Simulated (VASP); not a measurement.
The system is TiB2.

```xyz
3
Lattice="3.0292 0.0000 0.0000 -1.5146 2.6234 0.0000 0.0000 0.0000 3.2284" Properties=species:S:1:pos:R:3 pbc="T T T"
Ti    0.0000    0.0000    0.0000
B     0.0000    1.7489    1.6142
B     1.5146    0.8745    1.6142
```

```yaml
Program: VASP 6.6.1
Task: relaxation of cell and atoms
Functional: RPBE
Potentials_or_basis: VASP PAW PBE potentials, release 64 (Ti_sv, B)
Cutoff: 600 eV
k_mesh: 13 × 13 × 10
Occupations: methfessel-paxton, width 0.05 eV
Spin: no spin polarisation
```

At the start: pressure 4.9 GPa; volume 8.55 Å³/atom.

Task: How do energy, volume and symmetry change on relaxing?

Result: Over 5 steps the energy falls by 2.5 meV/atom and the volume is 8.72 Å³/atom (+2.0 %); space group P6/mmm (No. 191, to 0.05 Å).

Step by step:
```csv
step,energy change (eV),largest force (eV/Å),pressure (GPa),volume (Å³)
1,0.0000,0.0000,4.90,25.66
2,-0.0004,0.0000,-4.37,26.64
3,-0.0074,0.0000,0.04,26.15
4,-0.0074,0.0000,-0.02,26.15
5,-0.0075,0.0000,-0.06,26.16
```

Final structure:
```yaml
crystal:
  lattice:
    - [3.04887, 0.00000, 0.00000]
    - [-1.52444, 2.64040, 0.00000]
    - [0.00000, 0.00000, 3.25006]
  atoms:
    - { symbol: Ti, position: [0.00000, 0.00000, 0.00000] }
    - { symbol: B, position: [0.33333, 0.66667, 0.50000] }
    - { symbol: B, position: [0.66667, 0.33333, 0.50000] }
```

Caveat: the PAW data sets were made with another functional, which shifts forces and pressure a little.
